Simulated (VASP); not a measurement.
# Sb (R-3m) in VASP: notebook

Sb is run at these levels: PBEsol-based screened hybrid with 25 % exact exchange, PBE, RPBE+D4, revPBE+D3(BJ); tasks: relaxation of cell and atoms, single point.

Program: VASP 6.6.1. These are calculated values, not measurements. Logs are shortened: lines on timing, memory, paths and dates and some standing lists are left out, and cuts for length are marked.

**1. The cell of the first run**

Symmetry: R-3m, No. 166, trigonal system. Conventional cell: a = 4.308 Å, b = 4.308 Å, c = 11.274 Å, α = 90.00°, β = 90.00°, γ = 120.00°. Sb (site symmetry 3m) has 6 Sb at 2.91 to 3.35 Å within 3.8 Å.

**2. Relaxation of cell and atoms, PBEsol-based screened hybrid with 25 % exact exchange**

POSCAR reads:

```
Sb
1.0
    2.1542000000      1.2437279499      3.7580000000
   -2.1542000000      1.2437279499      3.7580000000
    0.0000000000     -2.4874558998      3.7580000000
Sb
2
Direct
    0.7665100000      0.7665100000      0.7665100000
    0.2334900000      0.2334900000      0.2334900000
```

INCAR.step1 reads:

```
PREC = Accurate ; ENCUT = 600
EDIFF = 1E-5 ; ISMEAR = -1
SIGMA = 0.05 ; LREAL = F
LASPH = T ; NELM = 100
ALGO = Normal ; LWAVE = T
LCHARG = F ; GGA = PE
NBANDS = 12
```

INCAR.step2 reads:

```
PREC = Accurate ; ENCUT = 600
EDIFF = 1E-6 ; ISMEAR = -1
SIGMA = 0.05 ; LREAL = F
LASPH = T ; NELM = 100
ALGO = Normal ; ISIF = 3
LWAVE = F ; LCHARG = F
GGA = PS ; LHFCALC = T
AEXX = 0.25 ; HFSCREEN = 0.207
PRECFOCK = Normal ; IBRION = 2
NSW = 60 ; EDIFFG = -0.01
ISTART = 1
```

KPOINTS reads:

```
Automatic mesh
0
Gamma
  4 4 4
```

Potentials or basis: VASP PAW PBE potentials, release 64 (Sb).

Launch:

```sh
cat potpaw_PBE.64/Sb/POTCAR > POTCAR
cp INCAR.step1 INCAR
mpirun -np 1 vasp_std > vasp.out
cp INCAR.step2 INCAR
mpirun -np 1 vasp_std > vasp.out
```

OUTCAR:

```text
PREC = Accurate
   ENCUT = 600
   EDIFF = 1E-6
   ISMEAR = -1
   LREAL = F
   LASPH = T
   NELM = 100
   ISIF = 3
   GGA = PS
   LHFCALC = T
   AEXX = 0.25
   HFSCREEN = 0.207
   PRECFOCK = Normal
   IBRION = 2
   NSW = 60
   EDIFFG = -0.01
   ISTART = 1

 ion  position               nearest neighbor table
   1  0.767  0.767  0.767-   2 2.91   2 2.91   2 2.91   2 3.35   2 3.35   2 3.35
   2  0.233  0.233  0.233-   1 2.91   1 2.91   1 2.91   1 3.35   1 3.35   1 3.35

  LATTYP: Found a trigonal (rhomboedric) cell.
 ALAT       =     4.5066618304
 COS(alpha) =     0.5430253624

  Lattice vectors:

 A1 = (   2.1542000000,   1.2437279499,   3.7580000000)
 A2 = (  -2.1542000000,   1.2437279499,   3.7580000000)
 A3 = (   0.0000000000,  -2.4874558998,   3.7580000000)

Analysis of symmetry for initial positions (statically):
=====================================================================
 Subroutine PRICEL returns:
 Original cell was already a primitive cell.

 Routine SETGRP: Setting up the symmetry group for a
 trigonal (rhombohedral) supercell.

 Subroutine GETGRP returns: Found 12 space group operations
 (whereof 12 operations were pure point group operations)
 out of a pool of 12 trial point group operations.

The static configuration has the point symmetry D_3d.

Analysis of symmetry for dynamics (positions and initial velocities):
=====================================================================
 Subroutine PRICEL returns:
 Original cell was already a primitive cell.

 Routine SETGRP: Setting up the symmetry group for a
 trigonal (rhombohedral) supercell.

 Subroutine GETGRP returns: Found 12 space group operations
 (whereof 12 operations were pure point group operations)
 out of a pool of 12 trial point group operations.

The dynamic configuration has the point symmetry D_3d.

 Subroutine INISYM returns: Found 12 space group operations
 (whereof 12 operations are pure point group operations),
 and found     1 'primitive' translations

----------------------------------------------------------------------------------------

                                     Primitive cell

  volume of cell :      60.4115

  direct lattice vectors                    reciprocal lattice vectors
     2.154200000  1.243727950  3.758000000     0.232104726  0.134005726  0.088699663
    -2.154200000  1.243727950  3.758000000    -0.232104726  0.134005726  0.088699663
     0.000000000 -2.487455900  3.758000000     0.000000000 -0.268011452  0.088699663

  length of vectors
     4.506661830  4.506661830  4.506661830     0.282307932  0.282307932  0.282307932

  position of ions in fractional coordinates (direct lattice)
     0.766510000  0.766510000  0.766510000
     0.233490000  0.233490000  0.233490000

  ion indices of the primitive-cell ions
   primitive index   ion index
                 1           1
                 2           2

----------------------------------------------------------------------------------------

 KPOINTS: Automatic mesh

Automatic generation of k-mesh.
 Grid dimensions read from file:
 generate k-points for:    4    4    4

 Generating k-lattice:

  Cartesian coordinates                     Fractional coordinates (reciprocal lattice)
     0.058026181  0.033501431  0.022174916     0.250000000  0.000000000  0.000000000
    -0.058026181  0.033501431  0.022174916     0.000000000  0.250000000  0.000000000
     0.000000000 -0.067002863  0.022174916     0.000000000  0.000000000  0.250000000

  Length of vectors
     0.070576983  0.070576983  0.070576983

  Shift w.r.t. Gamma in fractional coordinates (k-lattice)
     0.000000000  0.000000000  0.000000000

 Subroutine IBZKPT returns following result:
 ===========================================

 Found     13 irreducible k-points:

 Following reciprocal coordinates:
            Coordinates               Weight
  0.000000  0.000000  0.000000      1.000000
  0.250000 -0.000000  0.000000      6.000000
  0.500000 -0.000000  0.000000      3.000000
  0.250000  0.250000  0.000000      6.000000
  0.500000  0.250000 -0.000000     12.000000
 -0.250000  0.250000  0.000000      6.000000
  0.500000  0.500000  0.000000      3.000000
  0.250000  0.250000  0.250000      2.000000
  0.500000  0.250000  0.250000      6.000000
 -0.250000  0.250000  0.250000      6.000000
  0.500000  0.500000  0.250000      6.000000
 -0.250000  0.500000  0.250000      6.000000
  0.500000  0.500000  0.500000      1.000000
   k-points           NKPTS =     13   k-points in BZ     NKDIM =     64   number of bands    NBANDS=      9
   number of dos      NEDOS =    301   number of ions     NIONS =      2
   total plane-waves  NPLWV =  46656
   dimension x,y,z NGX =    36 NGY =   36 NGZ =   36
   dimension x,y,z NGXF=    72 NGYF=   72 NGZF=   72
   ions per type =               2
   NGX,Y,Z   is equivalent  to a cutoff of  13.28, 13.28, 13.28 a.u.
   NGXF,Y,Z  is equivalent  to a cutoff of  26.56, 26.56, 26.56 a.u.
 SYSTEM =  unknown system
   PREC   = accura    normal or accurate (medium, high low for compatibility)
   ISTART =      1    job   : 0-new  1-cont  2-samecut
   ICHARG =      0    charge: 1-file 2-atom 10-const
   ISPIN  =      1    spin polarized calculation?
   LNONCOLLINEAR =      F non collinear calculations
   LSORBIT =      F    spin-orbit coupling
   LASPH  =      T    aspherical Exc in radial PAW
   ENCUT  =  600.0 eV  44.10 Ry    6.64 a.u.   9.00  9.00  9.00*2*pi/ulx,y,z
   NELM   =    100;   NELMIN=  2; NELMDL=  0     # of ELM steps
   EDIFF  = 0.1E-05   stopping-criterion for ELM
   LREAL  =      F    real-space projection
   EDIFFG = -.1E-01   stopping-criterion for IOM
   NSW    =     60    number of steps for IOM
   IBRION =      2    ionic relax: 0-MD 1-quasi-New 2-CG
   NFREE  =      1    steps in history (QN), initial steepest desc. (CG)
   ISIF   =      3    stress and relaxation
   ISYM   =      3    0-nonsym 1-usesym 2-fastsym
   POTIM  = 0.5000    time-step for ionic-motion
   TEBEG  =    0.0;   TEEND  =   0.0 temperature during run
   PSTRESS=    0.0 pullay stress
   NELECT =      10.0000    total number of electrons
   NUPDOWN=      -1.0000    fix difference up-down
   EMIN   =  10.00;   EMAX   =-10.00  energy-range for DOS
   EFERMI =   0.00;   METHOD = LEGACY
   ISMEAR =    -1;   SIGMA  =   0.05  broadening in eV -4-tet -1-fermi 0-gaus
   EFERMI_NEDOS =   21; number of points for ismear=-14 and -15
   IALGO  =     38    algorithm
   IMIX   =      1    mixing-type and parameters
     AMIX     =   0.40;   BMIX     =  1.00
     AMIX_MAG =   1.60;   BMIX_MAG =  1.00
  volume/ion in A,a.u.               =      30.21       203.84
  Fermi-wavevector in a.u.,A,eV,Ry     =   0.898880  1.698637 10.993305  0.807985
  Thomas-Fermi vector in A             =   2.021644
   LORBIT       =      0    0 simple, 1 ext, 2 COOP (PROOUT), +10 PAW based schemes
   GGA     = PS    functional components
   LHFCALC =     T    Hartree Fock is set to
   PRECFOCK=normal    Normal, Fast or Accurate (Low or Medium for compatibility)
   ENCUT4O =  -1.0   cutoff for four orbital integrals eV
   NKREDX  =     1    reduce k-point grid by
   NKREDY  =     1    reduce k-point grid by
   NKREDZ  =     1    reduce k-point grid by
   AEXX    =    0.2500 exact exchange contribution
   HFSCREEN=    0.2070 screening length (either q_TF or 0.3 A-1)
   HFSCREENC=   0.2070 screening length for correlation (either q_TF or 0.3 A-1)
   ENCUTFOCK=  -1.0 apply spherical cutoff to Coloumb kernel
   IVDW    =     0    specifies the selected vdW correction
   LEPSILON=     F    determine dielectric tensor
   LRPA    =     F    only Hartree local field effects (RPA)
 conjugate gradient relaxation of ions
 non-spin polarized calculation
  energy-cutoff  :      600.00
  volume of cell :       60.41
 maximum number of plane-waves:      2027
  NGX = 28; NGY = 28; NGZ = 28

--------------------------------------- Ionic step        1  -------------------------------------------

 number of electron      10.0000000 magnetization

 Free energy of the ion-electron system (eV)
  ---------------------------------------------------
  ext. energy  EPLUGINS =         0.00000000
  ---------------------------------------------------
  free energy    TOTEN  =       -10.77353071 eV

  energy without entropy =      -10.77219501  energy(sigma->0) =      -10.77286286

------------------------ aborting loop because EDIFF is reached ----------------------------------------

  FORCE on cell =-STRESS in cart. coord.  units (eV):
  Direction    XX          YY          ZZ          XY          YZ          ZX
  --------------------------------------------------------------------------------------
  -------------------------------------------------------------------------------------
  Total       -0.5736312     -0.5736312     -0.8048955     -0.0000000      0.0000000      0.0000000
  in kB      -15.2133168    -15.2133168    -21.3466938     -0.0000000      0.0000000      0.0000000
  external PRESSURE =     -17.2577758 kB  Pullay stress =       0.0000000 kB
[... 89 lines left out ...]
  FREE ENERGIE OF THE ION-ELECTRON SYSTEM (eV)
  ---------------------------------------------------
  free  energy   TOTEN  =       -10.7884660793 eV

  energy  without entropy=      -10.7871931332  energy(sigma->0) =      -10.78782961

[... ionic steps 4 to 7 ...]

--------------------------------------- Ionic step        8  -------------------------------------------

 number of electron      10.0000000 magnetization

------------------------ aborting loop because EDIFF is reached ----------------------------------------

  FORCE on cell =-STRESS in cart. coord.  units (eV):
  Direction    XX          YY          ZZ          XY          YZ          ZX
  --------------------------------------------------------------------------------------
  -------------------------------------------------------------------------------------
  Total        0.0074804      0.0074804      0.0521191      0.0000000      0.0000000     -0.0000000
  in kB        0.2017952      0.2017952      1.4059988      0.0000000      0.0000000     -0.0000000
  external PRESSURE =       0.6031964 kB  Pullay stress =       0.0000000 kB
[... 57 lines left out ...]
  energy  without entropy=      -10.7906919920  energy(sigma->0) =      -10.79159559

--------------------------------------- Ionic step       10  -------------------------------------------

 number of electron      10.0000000 magnetization

 Free energy of the ion-electron system (eV)
  ---------------------------------------------------
  ext. energy  EPLUGINS =         0.00000000
  ---------------------------------------------------
  free energy    TOTEN  =       -10.79251266 eV

  energy without entropy =      -10.79069083  energy(sigma->0) =      -10.79160175

 E-fermi :   6.9969     XC(G=0):  -8.0676

 val. band max:        6.8476157331   @ k =   0.5000  -0.0000   0.0000
 cond. band min:       7.1458881858   @ k =   0.5000  -0.0000   0.0000
 fundamental gap:      0.2982724528
 Fermi energy:         6.9968711371

 k-point     1 :       0.0000    0.0000    0.0000
  band No.  band energies     occupation
      1      -7.1455      2.00000
      2       2.1411      2.00000
      3       4.9301      2.00000
      4       4.9387      2.00000
      5       4.9387      2.00000
      6       9.3927      0.00000
      7      10.3180      0.00000
      8      10.3180      0.00000
      9      12.8246      0.00000
[... 171 lines left out ...]
  FREE ENERGIE OF THE ION-ELECTRON SYSTEM (eV)
  ---------------------------------------------------
  free  energy   TOTEN  =       -10.7925126633 eV

  energy  without entropy=      -10.7906908288  energy(sigma->0) =      -10.79160175

 reached required accuracy - stopping structural energy minimisation
```

Wall time 27 min (1 thread of Intel Xeon 6975P-C (Granite Rapids), shared host); peak memory 0.32 GiB.

What came out:

- Free energy: -10.7925 eV
- Relaxed volume: 29.78 Å³/atom
- Relaxed cell: a = 4.471 Å, b = 4.471 Å, c = 4.471 Å, α = 57.50°, β = 57.50°, γ = 57.50°
- Space group after relaxing (to 0.1 Å): R-3m (No. 166)
- Energy gained by relaxing: 9.5 meV/atom
- Ionic steps: 10
- Pressure after relaxing: 0.0 GPa
- Largest force after relaxing: 0.004 eV/Å

Forces on the atoms (eV/Å):
```
Sb   0.000  0.000 -0.004
Sb   0.000  0.000  0.004
```

The path:
```tsv
step	energy change (eV)	largest force (eV/Å)	pressure (GPa)	volume (Å³)
1	0.0000	0.4384	-1.73	60.41
2	-0.0075	0.0823	2.02	57.61
3	-0.0149	0.1449	0.40	58.75
4	-0.0180	0.0753	0.20	59.09
5	-0.0188	0.0023	0.00	59.43
6	-0.0188	0.0145	0.01	59.38
7	-0.0188	0.0173	0.01	59.36
8	-0.0189	0.0069	0.06	59.39
9	-0.0190	0.0114	0.10	59.44
10	-0.0190	0.0040	0.00	59.57
```

Final structure:
```xyz
2
Lattice="2.1505 1.2416 3.7183 -2.1505 1.2416 3.7183 0.0000 -2.4832 3.7183" Properties=species:S:1:pos:R:3 pbc="T T T"
Sb    0.0000    0.0000    8.5806
Sb    0.0000    0.0000    2.5742
```

Caveat: the k points lie up to 0.44 Å⁻¹ apart in the final cell; the PAW data sets were made with another functional, which shifts forces and pressure a little; spin-orbit coupling is left out, which moves the levels of the heavy elements.

**3. Single point, PBE**

This run uses another cell than the first one, of 29.00 Å³/atom.

INCAR reads:

```
SYSTEM = Sb
PREC = Accurate ; ENCUT = 520
EDIFF = 1E-6 ; ISMEAR = -1
SIGMA = 0.05 ; LREAL = .False.
LASPH = .True. ; NELM = 80
ALGO = Normal ; ISIF = 2
LWAVE = .False. ; LCHARG = .False.
GGA = PE ; NBANDS = 12
```

KPOINTS reads:

```
regular mesh
0
Gamma
  8 8 8
  0 0 0
```

POSCAR reads:

```
Sb
1.0
    2.1250856202      1.2269187549      3.7072099901
   -2.1250856202      1.2269187549      3.7072099901
    0.0000000000     -2.4538375098      3.7072099901
Sb
2
Direct
    0.7665100000      0.7665100000      0.7665100000
    0.2334900000      0.2334900000      0.2334900000
```

Potentials or basis: VASP PAW PBE potentials, release 64 (Sb).

Launch:

```sh
cat potpaw_PBE.64/Sb/POTCAR > POTCAR
mpirun -np 1 vasp_std > vasp.out
```

It took 38 s on 1 thread of Intel Xeon 8259CL, shared host; peak memory 0.22 GiB.

The run converged. Its results:

```
Free energy            : -8.1957 eV
Pressure               : 5.6 GPa
Largest force          : 0.440 eV/Å
Band gap on the k mesh : zero (bands 5 and 6 overlap by 0.29 eV)
```

Forces in eV/Å, atoms in the order of the input:
```
Sb   0.000  0.000 -0.440
Sb   0.000  0.000  0.440
```

Stress tensor (GPa, compression positive):
```
5.97 0.00 0.00
0.00 5.97 0.00
0.00 0.00 4.82
```

Levels at points of the mesh, in eV from the Fermi level:
```
           k point  band 2  band 3  band 4  band 5  band 6  band 7  band 8  band 9
(0.00, 0.00, 0.00)   -4.67   -2.28   -1.99   -1.99    1.97    2.66    2.66    4.94
(0.50, 0.00, 0.00)   -9.93   -2.15   -2.02   -0.40   -0.30    0.08    0.36    7.51
(0.50, 0.50, 0.00)   -8.18   -5.76   -4.05   -3.95    1.28    5.06    5.63    7.21
(0.50, 0.50, 0.50)   -9.26   -1.49   -1.49   -0.53   -0.02   -0.02    1.13    6.97
```

Caveat: the cell stands under pressure; spin-orbit coupling is left out, which moves the levels of the heavy elements.

**4. Single point, PBE**

This run uses another cell than the first one, of 30.81 Å³/atom.

INCAR reads:

```
PREC = Accurate
ENCUT = 520
EDIFF = 1E-6
ISMEAR = -1
SIGMA = 0.05
LREAL = False
LASPH = True
NELM = 60
ALGO = Normal
ISIF = 2
LWAVE = False
LCHARG = False
GGA = PE
NBANDS = 12
```

KPOINTS reads:

```
regular mesh
0
Gamma
  8 8 8
```

POSCAR reads:

```
Sb
1.0
    2.1684666409      1.2519647989      3.7828881425
   -2.1684666409      1.2519647989      3.7828881425
    0.0000000000     -2.5039295978      3.7828881425
Sb
2
Direct
    0.7665100000      0.7665100000      0.7665100000
    0.2334900000      0.2334900000      0.2334900000
```

Launch:

```sh
cat potpaw_PBE.64/Sb/POTCAR > POTCAR
mpirun -np 1 vasp_std > vasp.out
```

Wall time 49 s (1 thread of Intel Xeon 8259CL, shared host); peak memory 0.22 GiB.

The run converged. Its results:

- Free energy: -8.2741 eV
- Pressure: 1.6 GPa
- Largest force: 0.094 eV/Å
- Band gap on the k mesh: zero (bands 5 and 6 overlap by 0.30 eV)

Forces in eV/Å, atoms in the order of the input:
```
Sb   0.000  0.000 -0.094
Sb   0.000  0.000  0.094
```

Stress tensor (GPa, compression positive):
```
1.70 0.00 0.00
0.00 1.70 0.00
0.00 0.00 1.33
```

Levels at points of the mesh, in eV from the Fermi level:
| k point | band 2 | band 3 | band 4 | band 5 | band 6 | band 7 | band 8 | band 9 |
| --- | --- | --- | --- | --- | --- | --- | --- | --- |
| (0.00, 0.00, 0.00) | -4.98 | -2.09 | -1.84 | -1.84 | 1.97 | 2.58 | 2.58 | 5.02 |
| (0.50, 0.00, 0.00) | -9.62 | -1.98 | -1.86 | -0.36 | -0.29 | 0.12 | 0.45 | 7.46 |
| (0.50, 0.50, 0.00) | -8.06 | -5.40 | -3.74 | -3.66 | 1.51 | 4.76 | 5.35 | 6.69 |
| (0.50, 0.50, 0.50) | -8.96 | -1.37 | -1.37 | -0.59 | 0.08 | 0.08 | 1.02 | 6.88 |

Caveat: spin-orbit coupling is left out, which moves the levels of the heavy elements.

(Part 1 of 2 ends here.)
